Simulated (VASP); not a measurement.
Here is a VASP 6.6.1 calculation.

File INCAR:

```
SYSTEM = Nb
PREC     = Accurate       ! precision mode
ENCUT    = 520            ! plane-wave cutoff, eV
EDIFF    = 1E-7           ! SCF threshold, eV
ISMEAR   = -1             ! smearing method
SIGMA    = 0.15           ! smearing width, eV
LREAL    = .False.        ! projectors in reciprocal space
LASPH    = .True.         ! aspherical terms in the spheres
NELM     = 80             ! most SCF steps
ALGO     = Normal         ! electronic algorithm
ISIF     = 2              ! what is computed and relaxed
LWAVE    = .False.        ! write WAVECAR
LCHARG   = .False.        ! write CHGCAR
GGA      = PE             ! functional
NBANDS   = 12             ! bands
```

The input KPOINTS:

```
regular mesh
0
Gamma
  12 12 12
  0 0 0
```

Contents of POSCAR:

```
Nb
1.0
    0.0000000000      2.1008049414      2.1008049414
    2.1008049414      0.0000000000      2.1008049414
    2.1008049414      2.1008049414      0.0000000000
Nb
1
Direct
    0.0000000000      0.0000000000      0.0000000000
```

Potentials or basis: VASP PAW PBE potentials, release 64 (Nb_sv).

The run is started by

```bash
$ cat potpaw_PBE.64/Nb_sv/POTCAR > POTCAR
$ mpirun -np 1 vasp_std > vasp.out
```

Predict the pressure.

2.0 GPa.
